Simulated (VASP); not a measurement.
ZrS2, 3 atoms in the cell. Symmetry: P-3m1, No. 164, trigonal system. The conventional cell has a = 3.674 Å, b = 3.674 Å, c = 5.857 Å, α = 90.00°, β = 90.00°, γ = 120.00°. Within 3.4 Å of Zr (site symmetry -3m) lie 6 S at 2.57 Å. S (site symmetry 3m) has 3 Zr at 2.57 Å within 3.4 Å. 

| Item | Value |
| --- | --- |
| Program | VASP 6.6.1 |
| Task | single point |
| Functional | PBE |
| Potentials or basis | VASP PAW PBE potentials, release 64 (Zr_sv, S) |
| Cutoff | 500 eV |
| k mesh | 2 × 2 × 2 |
| Occupations | gaussian, width 0.01 eV |
| Spin | no spin polarisation |
| Dipole correction | no |
| Further INCAR settings | ALGO = Normal; EDIFF = 1e-06; NBANDS = 19 |

Potentials or basis: VASP PAW PBE potentials, release 64 (Zr_sv, S).

The run is started by

```sh
$ cat potpaw_PBE.64/Zr_sv/POTCAR potpaw_PBE.64/S/POTCAR > POTCAR
$ mpirun -np 1 vasp_std > vasp.out
```

Hardware: 1 thread of Intel Xeon 8259CL, with other jobs on the host.

Task: Estimate the wall time of this run.

Result: It took 22 s on 1 thread of Intel Xeon 8259CL, on a shared host, peak memory 0.18 GiB. Counts: scf iterations 14, k points 4.
